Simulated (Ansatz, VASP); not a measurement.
**Sn: VASP beside Ansatz**

Contents of INCAR:

```
PREC     = Accurate       # precision mode
ENCUT    = 600            # plane-wave cutoff, eV
EDIFF    = 1E-6           # SCF threshold, eV
ISMEAR   = -1             # smearing method
SIGMA    = 0.05           # smearing width, eV
LREAL    = F              # projectors in reciprocal space
LASPH    = T              # aspherical terms in the spheres
NELM     = 60             # most SCF steps
ALGO     = Fast           # electronic algorithm
ISIF     = 3              # what is computed and relaxed
LWAVE    = F              # write WAVECAR
LCHARG   = F              # write CHGCAR
GGA      = RE             # functional
IVDW     = 12             # dispersion correction
IBRION   = 2              # ionic algorithm
NSW      = 60             # ionic steps
EDIFFG   = -0.01          # ionic threshold
```

The input KPOINTS:

```
Automatic mesh
0
Gamma
  10 9 10
```

The input POSCAR:

```
Sn
1.0
   -1.6664398100      1.7077874900      2.1828021800
    1.7938717800     -1.8589232500      2.3916531200
    1.6937133800      1.8854440200     -2.2975624100
Sn
1
Direct
    0.0000000000      0.0000000000      0.0000000000
```

The input input.yaml:

```yaml
crystal:
  lattice:
    - [-1.66643981, 1.70778749, 2.18280218]
    - [1.79387178, -1.85892325, 2.39165312]
    - [1.69371338, 1.88544402, -2.29756241]
  atoms:
    - { symbol: Sn, position: [0.0, 0.0, 0.0] }
hamiltonian:
  xc: revpbe
  pseudopotentials: { kind: paw }
  dispersion: d3bj
kpoints:
  mp_grid: { grid: [10, 9, 10] }
scf:
  occupations: { method: fermi_dirac, width: 0.05 }
output:
  forces: true
  stress: true
  eigenvalues: true
relax:
  f_tol: 0.01
  max_steps: 40
  cell: { stress_tol: 0.05 }
```

Change from the starting cell: cell sheared at random, sigma 0.06, atoms nudged by 0.01 Å.

Alike in both runs: task relaxation of cell and atoms; functional revPBE; dispersion D3(BJ); k mesh 10 × 9 × 10; occupations fermi-dirac, width 0.05 eV; no spin polarisation.

```csv
,VASP,Ansatz
version,VASP 6.6.1,Ansatz 0.2.0
potentials or method,"VASP PAW PBE potentials, release 64 (Sn_d)",Ansatz PAW
plane-wave cutoff (eV),600,420
valence electrons in the cell,14,14
```

```csv
,VASP,Ansatz,Ansatz less VASP
"gap on the k mesh at the Fermi level, each at its own relaxed structure (eV)",none,none,-
relaxed volume (Å³/atom),26.14,26.16,+0.013
relaxed length of the cell vector where the two differ most in proportion (Å),3.259,3.260,+0.0017
```

VASP's potentials were made for PBE, not for revPBE. A gap of «none» marks a metal or a gap that the smearing closes.

Noted on Ansatz's run: the plane-wave basis is chosen anew once the cell has moved, so the energies of steps on either side of that aren't comparable.
